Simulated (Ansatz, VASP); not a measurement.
# One calculation of AlNi3, two programs

File INCAR:

```
SYSTEM = AlNi3
PREC     = Accurate       ! precision mode
ENCUT    = 600            ! plane-wave cutoff, eV
EDIFF    = 1E-6           ! SCF threshold, eV
ISMEAR   = 0              ! smearing method
SIGMA    = 0.1            ! smearing width, eV
LREAL    = .FALSE.        ! projectors in reciprocal space
LASPH    = .TRUE.         ! aspherical terms in the spheres
NELM     = 150            ! most SCF steps
ALGO     = Normal         ! electronic algorithm
ISIF     = 3              ! what is computed and relaxed
LWAVE    = .FALSE.        ! write WAVECAR
LCHARG   = .FALSE.        ! write CHGCAR
ISPIN    = 2              ! spin polarisation
MAGMOM   = 0 -2 -2 2      ! initial moments
LORBIT   = 11             ! projections on sites
LMAXMIX  = 4              ! l up to which the mixer works
GGA      = PE             ! functional
IBRION   = 2              ! ionic algorithm
NSW      = 90             ! ionic steps
EDIFFG   = -0.04          ! ionic threshold
```

The input KPOINTS:

```
regular mesh
0
G
  6 6 6
  0 0 0
```

POSCAR

```
AlNi3
1.0
    3.5230548400      0.0000000000      0.0000000000
    0.0000000000      3.5230548400      0.0000000000
    0.0000000000      0.0000000000      3.5230548400
Al Ni
1 3
Direct
    0.0000000000      0.0000000000      0.0000000000
    0.0000000000      0.5000000000      0.5000000000
    0.5000000000      0.0000000000      0.5000000000
    0.5000000000      0.5000000000      0.0000000000
```

Input for Ansatz:

```yaml
crystal:
  lattice:
    - [3.52305484, 0.0, 0.0]
    - [0.0, 3.52305484, 0.0]
    - [0.0, 0.0, 3.52305484]
  atoms:
    - { symbol: Al, position: [0.0, 0.0, 0.0] }
    - { symbol: Ni, position: [0.0, 0.5, 0.5], spin: -2.0 }
    - { symbol: Ni, position: [0.5, 0.0, 0.5], spin: -2.0 }
    - { symbol: Ni, position: [0.5, 0.5, 0.0], spin: 2.0 }
basis:
  ecutwfc: 420
kpoints:
  mp_grid: { grid: [6, 6, 6] }
hamiltonian:
  xc: pbe
scf:
  occupations: { method: gaussian, width: 0.1 }
  lower_state_search: "off"
output:
  forces: true
  stress: true
  eigenvalues: true
  populations: true
magnetization:
  spin_polarized: true
relax:
  adjacent_minimum: "off"
  f_tol: 0.04
  max_steps: 70
  cell: { stress_tol: 0.4 }
```

Alike in both runs: task relaxation of cell and atoms; functional PBE; k mesh 6 × 6 × 6; occupations gaussian, width 0.1 eV; collinear spin.

```csv
,VASP,Ansatz
version,VASP 6.6.1,Ansatz 0.2.0
potentials or method,"VASP PAW PBE potentials, release 64 (Al, Ni), cutoff 600 eV","scalar-relativistic, plane waves, PAW"
valence electrons in the cell,33,57
```

```tsv
	VASP	Ansatz	Ansatz less VASP
gap on the k mesh at the Fermi level, each at its own relaxed structure (eV)	none	none	-
net moment per atom (μB)	0.18	0.18	+0.002
size of the moment on the site where the two differ most (μB)	0.26	0.28	+0.015
relaxed volume (Å³/atom)	11.34	11.33	-0.011
relaxed length of the cell vector where the two differ most in proportion (Å)	3.567	3.566	-0.0011
```

Site moments also hang on the region over which each program counts them. A gap of «none» marks a metal or a gap that the smearing closes. VASP's potentials hold 33 valence electrons a cell and Ansatz's 57, so a difference there can come from the potentials and not from the codes. Ansatz's warnings: seeded moment not kept.
